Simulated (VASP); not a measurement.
A run of VASP 6.6.1 is set up as follows.

Contents of INCAR:

```
SYSTEM = Au
  PREC = Accurate
  ENCUT = 400
  EDIFF = 1E-8
  ISMEAR = -1
  SIGMA = 0.03
  LREAL = .False.
  LASPH = .True.
  NELM = 120
  ALGO = Normal
  ISIF = 2
  LWAVE = .False.
  LCHARG = .False.
  GGA = PS
  LEFG = .True.
  NBANDS = 26
  GGA_COMPAT = .False.
```

Contents of KPOINTS:

```
Automatic mesh
0
Gamma
  14 14 8
  0 0 0
```

File POSCAR:

```
Au
1.0
    2.8407981581      0.0000000000      0.0000000000
   -1.4203990791      2.4602033720      0.0000000000
    0.0000000000      0.0000000000      4.7803802105
Au
2
Direct
    0.3333333333      0.6666666667      0.7500000000
    0.6666666667      0.3333333333      0.2500000000
```

Potentials or basis: VASP PAW PBE potentials, release 64 (Au_sv_GW).

The run is started by

```bash
$ cat potpaw_PBE.64/Au_sv_GW/POTCAR > POTCAR
$ mpirun -np 1 vasp_std > vasp.out
```

(1) What does it give for the pressure?

(2) What does it give for the band gap on the k mesh?

Results:

(1) -0.6 GPa.

(2) zero (band 19 reaches 12.93 eV, above the bottom of band 20 at 6.25 eV).

Caveat: without QUAD_EFG the Cq values of the log hold for a quadrupole moment of 1 mb, not for the nuclei; the PAW data sets were made with another functional, which shifts forces and pressure a little; spin-orbit coupling is left out, which moves the levels of the heavy elements.
